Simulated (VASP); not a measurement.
# PtS2 in VASP: further runs

The runs below take PtS2 through single point, with PBE+D3(BJ).

All numbers are computed with VASP 6.6.1; they aren't measurements. Logs are shortened: lines on timing, memory, paths and dates and some standing lists are left out, and cuts for length are marked.

## (1) The cell of the first run

The cell holds a slab with vacuum, 12 atoms: a = 3.572 Å, b = 3.572 Å, c = 58.809 Å, α = 90.00°, β = 90.00°, γ = 120.00°.

## (2) Single point, PBE+D3(BJ) (a layer taken out of the bulk)

Input file INCAR:

```
PREC     = Accurate       # precision mode
ENCUT    = 520            # plane-wave cutoff, eV
EDIFF    = 1E-6           # SCF threshold, eV
ISMEAR   = 0              # smearing method
SIGMA    = 0.02           # smearing width, eV
LREAL    = F              # projectors in reciprocal space
LASPH    = T              # aspherical terms in the spheres
NELM     = 60             # most SCF steps
ALGO     = Normal         # electronic algorithm
ISIF     = 2              # what is computed and relaxed
LWAVE    = F              # write WAVECAR
LCHARG   = F              # write CHGCAR
LDIPOL   = T            
IDIPOL   = 3            
DIPOL    = 0.5 0.5 0.500
GGA      = PE             # functional
IVDW     = 12             # dispersion correction
NBANDS   = 56             # bands
```

Input file KPOINTS:

```
regular mesh
0
Gamma
  12 12 1
```

Input file POSCAR:

```
PtS2
1.0
    3.5716127213      0.0000000000      0.0000000000
   -1.7858063606      3.0931073491      0.0000000000
    0.0000000000      0.0000000000     58.8089166210
S Pt
8 4
Direct
    0.6666666667      0.3333333333      0.3590827309
    0.3333333333      0.6666666667      0.4005492503
    0.6666666667      0.3333333333      0.4394697351
    0.3333333333      0.6666666667      0.4807170292
    0.6666666667      0.3333333333      0.5192829708
    0.3333333333      0.6666666667      0.5605302649
    0.6666666667      0.3333333333      0.5994507497
    0.3333333333      0.6666666667      0.6409172691
    0.0000000000      0.0000000000      0.3800907917
    0.0000000000      0.0000000000      0.4601006600
    0.0000000000      0.0000000000      0.5398993400
    0.0000000000      0.0000000000      0.6199092083
```

Potentials or basis: VASP PAW PBE potentials, release 64 (S, Pt).

Command:

```sh
> cat potpaw_PBE.64/S/POTCAR potpaw_PBE.64/Pt/POTCAR > POTCAR
> mpirun -np 1 vasp_std > vasp.out
```

OUTCAR:

```text
PREC = Accurate
   ENCUT = 520
   EDIFF = 1E-6
   ISMEAR = 0
   LREAL = F
   LASPH = T
   NELM = 60
   ISIF = 2
   GGA = PE
   IVDW = 12
 IVDW          = 12

 ion  position               nearest neighbor table
   1  0.667  0.333  0.359-   9 2.40   9 2.40   9 2.40
   2  0.333  0.667  0.401-   9 2.39   9 2.39   9 2.39
   3  0.667  0.333  0.439-  10 2.39  10 2.39  10 2.39
   4  0.333  0.667  0.481-  10 2.39  10 2.39  10 2.39
   5  0.667  0.333  0.519-  11 2.39  11 2.39  11 2.39
   6  0.333  0.667  0.561-  11 2.39  11 2.39  11 2.39
   7  0.667  0.333  0.599-  12 2.39  12 2.39  12 2.39
   8  0.333  0.667  0.641-  12 2.40  12 2.40  12 2.40
   9  0.000  0.000  0.380-   2 2.39   2 2.39   2 2.39   1 2.40   1 2.40   1 2.40
  10  0.000  0.000  0.460-   4 2.39   4 2.39   4 2.39   3 2.39   3 2.39   3 2.39
  11  0.000  0.000  0.540-   5 2.39   5 2.39   5 2.39   6 2.39   6 2.39   6 2.39
  12  0.000  0.000  0.620-   7 2.39   7 2.39   7 2.39   8 2.40   8 2.40   8 2.40

  LATTYP: Found a hexagonal cell.
 ALAT       =     3.5716127213
 C/A-ratio  =    16.4656476527

  Lattice vectors:

 A1 = (   3.5716127213,   0.0000000000,   0.0000000000)
 A2 = (  -1.7858063606,   3.0931073491,   0.0000000000)
 A3 = (   0.0000000000,   0.0000000000,  58.8089166210)

Analysis of symmetry for initial positions (statically):
=====================================================================
 Subroutine PRICEL returns:
 Original cell was already a primitive cell.

 Routine SETGRP: Setting up the symmetry group for a
 hexagonal supercell.

 Subroutine GETGRP returns: Found 12 space group operations
 (whereof 12 operations were pure point group operations)
 out of a pool of 24 trial point group operations.

The static configuration has the point symmetry D_3d.

Analysis of symmetry for dynamics (positions and initial velocities):
=====================================================================
 Subroutine PRICEL returns:
 Original cell was already a primitive cell.

 Routine SETGRP: Setting up the symmetry group for a
 hexagonal supercell.

 Subroutine GETGRP returns: Found 12 space group operations
 (whereof 12 operations were pure point group operations)
 out of a pool of 24 trial point group operations.

The dynamic configuration has the point symmetry D_3d.

 Subroutine INISYM returns: Found 12 space group operations
 (whereof 12 operations are pure point group operations),
 and found     1 'primitive' translations

----------------------------------------------------------------------------------------

                                     Primitive cell

  volume of cell :     649.6845

  direct lattice vectors                    reciprocal lattice vectors
     3.571612721  0.000000000  0.000000000     0.279985563  0.161649740  0.000000000
    -1.785806361  3.093107349  0.000000000     0.000000000  0.323299481  0.000000000
     0.000000000  0.000000000 58.808916621     0.000000000  0.000000000  0.017004224

  length of vectors
     3.571612721  3.571612721 58.808916621     0.323299481  0.323299481  0.017004224

  position of ions in fractional coordinates (direct lattice)
     0.666666667  0.333333333  0.359082731
     0.333333333  0.666666667  0.400549250
     0.666666667  0.333333333  0.439469735
     0.333333333  0.666666667  0.480717029
     0.666666667  0.333333333  0.519282971
     0.333333333  0.666666667  0.560530265
     0.666666667  0.333333333  0.599450750
     0.333333333  0.666666667  0.640917269
     0.000000000  0.000000000  0.380090792
     0.000000000  0.000000000  0.460100660
     0.000000000  0.000000000  0.539899340
     0.000000000  0.000000000  0.619909208

  ion indices of the primitive-cell ions
   primitive index   ion index
                 1           1
                 2           2
                 3           3
                 4           4
                 5           5
                 6           6
                 7           7
                 8           8
                 9           9
                10          10
                11          11
                12          12

----------------------------------------------------------------------------------------

 KPOINTS: regular mesh

Automatic generation of k-mesh.
 Grid dimensions read from file:
 generate k-points for:   12   12    1

 Generating k-lattice:

  Cartesian coordinates                     Fractional coordinates (reciprocal lattice)
     0.023332130  0.013470812  0.000000000     0.083333333  0.000000000  0.000000000
     0.000000000  0.026941623  0.000000000     0.000000000  0.083333333  0.000000000
     0.000000000  0.000000000  0.017004224     0.000000000  0.000000000  1.000000000

  Length of vectors
     0.026941623  0.026941623  0.017004224

  Shift w.r.t. Gamma in fractional coordinates (k-lattice)
     0.000000000  0.000000000  0.000000000

 Subroutine IBZKPT returns following result:
 ===========================================

 Found     19 irreducible k-points:

 Following reciprocal coordinates:
            Coordinates               Weight
  0.000000  0.000000  0.000000      1.000000
  0.083333 -0.000000  0.000000      6.000000
  0.166667  0.000000  0.000000      6.000000
  0.250000 -0.000000  0.000000      6.000000
  0.333333 -0.000000  0.000000      6.000000
  0.416667 -0.000000  0.000000      6.000000
[... 11 lines left out ...]
  0.333333  0.250000  0.000000     12.000000
  0.333333  0.333333  0.000000      2.000000
   k-points           NKPTS =     19   k-points in BZ     NKDIM =     19   number of bands    NBANDS=     56
   number of dos      NEDOS =    301   number of ions     NIONS =     12
   total plane-waves  NPLWV = 351232
   dimension x,y,z NGX =    28 NGY =   28 NGZ =  448
   dimension x,y,z NGXF=    56 NGYF=   56 NGZF=  896
   ions per type =               8   4
   NGX,Y,Z   is equivalent  to a cutoff of  13.03, 13.03, 12.66 a.u.
   NGXF,Y,Z  is equivalent  to a cutoff of  26.07, 26.07, 25.33 a.u.
 SYSTEM =  unknown system
   PREC   = accura    normal or accurate (medium, high low for compatibility)
   ISTART =      0    job   : 0-new  1-cont  2-samecut
   ICHARG =      2    charge: 1-file 2-atom 10-const
   ISPIN  =      1    spin polarized calculation?
   LNONCOLLINEAR =      F non collinear calculations
   LSORBIT =      F    spin-orbit coupling
   LASPH  =      T    aspherical Exc in radial PAW
   ENCUT  =  520.0 eV  38.22 Ry    6.18 a.u.   6.64  6.64109.35*2*pi/ulx,y,z
   NELM   =     60;   NELMIN=  2; NELMDL= -5     # of ELM steps
   EDIFF  = 0.1E-05   stopping-criterion for ELM
   LREAL  =      F    real-space projection
   EDIFFG = 0.1E-04   stopping-criterion for IOM
   NSW    =      0    number of steps for IOM
   IBRION =     -1    ionic relax: 0-MD 1-quasi-New 2-CG
   NFREE  =      0    steps in history (QN), initial steepest desc. (CG)
   ISIF   =      2    stress and relaxation
   ISYM   =      2    0-nonsym 1-usesym 2-fastsym
   POTIM  = 0.5000    time-step for ionic-motion
   TEBEG  =    0.0;   TEEND  =   0.0 temperature during run
   PSTRESS=    0.0 pullay stress
   NELECT =      88.0000    total number of electrons
   NUPDOWN=      -1.0000    fix difference up-down
   EMIN   =  10.00;   EMAX   =-10.00  energy-range for DOS
   EFERMI =   0.00;   METHOD = LEGACY
   ISMEAR =     0;   SIGMA  =   0.02  broadening in eV -4-tet -1-fermi 0-gaus
   EFERMI_NEDOS =   21; number of points for ismear=-14 and -15
   IALGO  =     38    algorithm
   IMIX   =      4    mixing-type and parameters
     AMIX     =   0.40;   BMIX     =  1.00
     AMIX_MAG =   1.60;   BMIX_MAG =  1.00
  volume/ion in A,a.u.               =      54.14       365.36
  Fermi-wavevector in a.u.,A,eV,Ry     =   0.840753  1.588792  9.617481  0.706865
  Thomas-Fermi vector in A             =   1.955186
   LORBIT       =      0    0 simple, 1 ext, 2 COOP (PROOUT), +10 PAW based schemes
   GGA     = PE    functional components
   LHFCALC =     F    Hartree Fock is set to
   AEXX    =    0.0000 exact exchange contribution
   IVDW    =    12    specifies the selected vdW correction
   LEPSILON=     F    determine dielectric tensor
   LRPA    =     F    only Hartree local field effects (RPA)
 non-spin polarized calculation
 Gauss-broadening in eV      SIGMA  =   0.02
  energy-cutoff  :      520.00
  volume of cell :      649.68
 maximum number of plane-waves:     17703
 NGX is ok and might be reduce to    28
   NGX = 13   NGY = 13   NGZ =219

 dipolmoment           0.000000      0.000000      0.000000 electrons x Angstroem

 number of electron      87.9999991 magnetization

 dipolmoment           0.000000      0.000000     -0.000000 electrons x Angstroem

 Free energy of the ion-electron system (eV)
  ---------------------------------------------------
  ext. energy  EPLUGINS =         0.00000000
  ---------------------------------------------------
  free energy    TOTEN  =       -61.42277411 eV

  energy without entropy =      -61.42277411  energy(sigma->0) =      -61.42277411

 E-fermi :  -1.0032     XC(G=0):  -3.7871

 val. band max:       -1.1428753906   @ k =   0.0000   0.0000   0.0000
 cond. band min:      -0.6364599154   @ k =   0.2500  -0.0000   0.0000
 fundamental gap:      0.5064154752
 Fermi energy:        -1.0031823493

 k-point     1 :       0.0000    0.0000    0.0000
  band No.  band energies     occupation
      1     -16.7773      2.00000
      2     -16.5671      2.00000
      3     -16.3036      2.00000
      4     -16.1227      2.00000
      5     -14.7328      2.00000
      6     -14.2907      2.00000
[... 48 lines left out ...]
     55       3.4566      0.00000
     56       3.5322      0.00000

 k-point     2 :       0.0833   -0.0000    0.0000
  band No.  band energies     occupation
      1     -16.6905      2.00000
      2     -16.4822      2.00000
      3     -16.2199      2.00000
      4     -16.0380      2.00000
      5     -14.7250      2.00000
      6     -14.2978      2.00000
[... 48 lines left out ...]
     55       3.6591      0.00000
     56       3.8617      0.00000

 k-point     3 :       0.1667    0.0000    0.0000
  band No.  band energies     occupation
      1     -16.4392      2.00000
      2     -16.2375      2.00000
      3     -15.9802      2.00000
      4     -15.7957      2.00000
      5     -14.7033      2.00000
      6     -14.3189      2.00000
[... 877 lines left out ...]
 k-point    18 :       0.3333    0.2500    0.0000
  band No.  band energies     occupation
      1     -14.7402      2.00000
      2     -14.6983      2.00000
      3     -14.6686      2.00000
      4     -14.5361      2.00000
      5     -14.5001      2.00000
      6     -14.4699      2.00000
[... 48 lines left out ...]
     55       4.8150      0.00000
     56       5.2033      0.00000

 k-point    19 :       0.3333    0.3333    0.0000
  band No.  band energies     occupation
      1     -14.5827      2.00000
      2     -14.5827      2.00000
      3     -14.5613      2.00000
      4     -14.5613      2.00000
      5     -14.5533      2.00000
      6     -14.5533      2.00000
[... 48 lines left out ...]
     55       4.9804      0.00000
     56       5.5722      0.00000

------------------------ aborting loop because EDIFF is reached ----------------------------------------

 vacuum level on the upper side and lower side of the slab       (xc-potential included)        -0.138        -0.138

 Edisp (eV)   -4.82561

 E8    (eV) :    -1.9731

  FORCE on cell =-STRESS in cart. coord.  units (eV):
  Direction    XX          YY          ZZ          XY          YZ          ZX
  --------------------------------------------------------------------------------------
  -------------------------------------------------------------------------------------
  Total      -0.71296    -0.71296    -0.41444    -0.00000    -0.00000    -0.00000
  in kB      -1.75823    -1.75823    -1.02204    -0.00000    -0.00000    -0.00000
  external pressure =       -1.51 kB  Pullay stress =        0.00 kB

 VOLUME and BASIS-vectors are now :
 -----------------------------------------------------------------------------
  energy-cutoff  :      520.00
  volume of cell :      649.68
      direct lattice vectors                 reciprocal lattice vectors
     3.571612721  0.000000000  0.000000000     0.279985563  0.161649740  0.000000000
    -1.785806361  3.093107349  0.000000000     0.000000000  0.323299481  0.000000000
     0.000000000  0.000000000 58.808916621     0.000000000  0.000000000  0.017004224

 POSITION                                       TOTAL-FORCE (eV/Angst)
 -----------------------------------------------------------------------------------
      1.78581      1.03104     21.11727        -0.000000      0.000000      0.040144
     -0.00000      2.06207     23.55587         0.000000      0.000000     -0.039094
      1.78581      1.03104     25.84474         0.000000     -0.000000      0.041359
     -0.00000      2.06207     28.27045        -0.000000      0.000000     -0.041223
      1.78581      1.03104     30.53847        -0.000000     -0.000000      0.041223
     -0.00000      2.06207     32.96418        -0.000000      0.000000     -0.041359
      1.78581      1.03104     35.25305         0.000000     -0.000000      0.039094
     -0.00000      2.06207     37.69165         0.000000     -0.000000     -0.040144
      0.00000      0.00000     22.35273         0.000000     -0.000000     -0.007116
      0.00000      0.00000     27.05802        -0.000000      0.000000     -0.000461
      0.00000      0.00000     31.75090        -0.000000      0.000000      0.000461
      0.00000      0.00000     36.45619        -0.000000      0.000000      0.007116
 -----------------------------------------------------------------------------------
    total drift:                               -0.000000     -0.000000     -0.000000

  FREE ENERGIE OF THE ION-ELECTRON SYSTEM (eV)
  ---------------------------------------------------
  free  energy   TOTEN  =       -66.2483835309 eV

  energy  without entropy=      -66.2483835309  energy(sigma->0) =      -66.24838353

 vacuum level on the upper side and lower side of the slab         4.013         4.013
```

Wall time 14 min (1 thread of Intel Xeon 6975P-C (Granite Rapids), shared host); peak memory 0.99 GiB.

Results:

```
Free energy                : -66.2484 eV
Largest force              : 0.041 eV/Å
Band gap on the k mesh     : 0.51 eV (least direct gap 0.99 eV)
Dispersion energy per atom : -0.402 eV
```

Forces on the atoms (eV/Å):
```
S    0.000  0.000  0.040
S    0.000  0.000 -0.039
S    0.000  0.000  0.041
S    0.000  0.000 -0.041
S    0.000  0.000  0.041
S    0.000  0.000 -0.041
S    0.000  0.000  0.039
S    0.000  0.000 -0.040
Pt   0.000  0.000 -0.007
Pt   0.000  0.000  0.000
Pt   0.000  0.000  0.000
Pt   0.000  0.000  0.007
```

Caveat: the cell differs from its parent crystal (a layer taken out of the bulk); spin-orbit coupling is left out, which moves the levels of the heavy elements.

## (3) Single point, PBE+D3(BJ) (a layer taken out of the bulk)

Input file INCAR:

```
ALGO = Normal
DIPOL = 0.5 0.5 0.500
EDIFF = 1E-6
ENCUT = 520
GGA = PE
IDIPOL = 3
ISIF = 2
ISMEAR = 0
IVDW = 12
LASPH = T
LCHARG = F
LDIPOL = T
LREAL = F
LWAVE = F
NBANDS = 56
NELM = 100
PREC = Accurate
SIGMA = 0.02
```

Input file KPOINTS:

```
k-points
0
Gamma
  12 12 1
```

Input file POSCAR:

```
PtS2
1.0
    3.5830653951      0.0000000000      0.0000000000
   -1.7915326975      3.1030256556      0.0000000000
    0.0000000000      0.0000000000     58.8089166210
S Pt
8 4
Direct
    0.6666666667      0.3333333333      0.3605274569
    0.3333333333      0.6666666667      0.4015498098
    0.6666666667      0.3333333333      0.4398350347
    0.3333333333      0.6666666667      0.4808573875
    0.6666666667      0.3333333333      0.5191426125
    0.3333333333      0.6666666667      0.5601649653
    0.6666666667      0.3333333333      0.5984501902
    0.3333333333      0.6666666667      0.6394725431
    0.0000000000      0.0000000000      0.3810386334
    0.0000000000      0.0000000000      0.4603462111
    0.0000000000      0.0000000000      0.5396537889
    0.0000000000      0.0000000000      0.6189613666
```

Potentials or basis: VASP PAW PBE potentials, release 64 (S, Pt).

Command:

```sh
> cat potpaw_PBE.64/S/POTCAR potpaw_PBE.64/Pt/POTCAR > POTCAR
> mpirun -np 1 vasp_std > vasp.out
```

Wall time 12 min (1 thread of Intel Xeon 6975P-C (Granite Rapids), shared host); peak memory 1 GiB.

It converged, with:

| Quantity | Value |
| --- | --- |
| Free energy | -66.2377 eV |
| Largest force | 0.281 eV/Å |
| Band gap on the k mesh | 0.47 eV (least direct gap 0.99 eV) |
| Dispersion energy per atom | -0.403 eV |

Forces on the atoms (eV/Å):
```
S    0.000  0.000 -0.188
S    0.000  0.000 -0.118
S    0.000  0.000  0.049
S    0.000  0.000 -0.040
S    0.000  0.000  0.040
S    0.000  0.000 -0.049
S    0.000  0.000  0.118
S    0.000  0.000  0.188
Pt   0.000  0.000  0.281
Pt   0.000  0.000  0.006
Pt   0.000  0.000 -0.006
Pt   0.000  0.000 -0.281
```

Levels at points of the mesh, in eV from the valence-band top:
```
           k point  band 41  band 42  band 43  band 44  band 45  band 46  band 47  band 48
(0.00, 0.00, 0.00)    -1.39    -1.12    -0.57     0.00     1.50     1.50     1.82     1.82
(0.50, 0.00, 0.00)    -2.75    -2.44    -1.94    -1.50     1.12     1.14     1.48     1.55
```

Caveat: the cell differs from its parent crystal (a layer taken out of the bulk); spin-orbit coupling is left out, which moves the levels of the heavy elements.
